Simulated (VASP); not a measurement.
Wanted: the native input for a VASP 6.6.1 run.

```yaml
Task: single point
Functional: PBE
Potentials_or_basis: VASP PAW PBE potentials, release 64 (Pb_d, O)
Cutoff: 520 eV
k_mesh: 8 × 8 × 8
Occupations: fermi-dirac, width 0.02 eV
Spin: no spin polarisation
Dipole_correction: no
Further_INCAR_settings: ALGO = Normal; EDIFF = 1e-06; NBANDS = 17
```

The structure of PbO lies in POSCAR:

```
PbO
1.0
    0.0000000000      2.7987768025      2.7987768025
    2.8091322767      0.0000000000      2.7987768025
    2.8091322767      2.7987768025      0.0000000000
Pb O
1 1
Direct
    0.0000000000      0.0000000000      0.0000000000
    0.2500000000      0.2500000000      0.2500000000
```

This cell differs from its parent crystal: uniaxial x strain +0.4%.

The input as run:

INCAR

```
ALGO = Normal
EDIFF = 1E-6
ENCUT = 520
GGA = PE
ISIF = 2
ISMEAR = -1
LASPH = T
LCHARG = F
LREAL = F
LWAVE = F
NBANDS = 17
NELM = 100
PREC = Accurate
SIGMA = 0.02
```

KPOINTS

```
k-points
0
Gamma
  8 8 8
```

Potentials or basis: VASP PAW PBE potentials, release 64 (Pb_d, O).

Command:

```bash
$ cat potpaw_PBE.64/Pb_d/POTCAR potpaw_PBE.64/O/POTCAR > POTCAR
$ mpirun -np 1 vasp_std > vasp.out
```

Results of the run:

```yaml
Pressure: 2.1 GPa
Band_gap_on_the_k_mesh: 0.44 eV, indirect (least direct gap 0.61 eV)
```

Caveat: the cell differs from its parent crystal (uniaxial x strain +0.4%); spin-orbit coupling is left out, which moves the levels of the heavy elements.

Run time: 38 s on 1 thread of Intel(R) Xeon(R) Platinum 8375C CPU @ 2.90GHz (Ice Lake), on a shared host, peak memory 0.18 GiB.
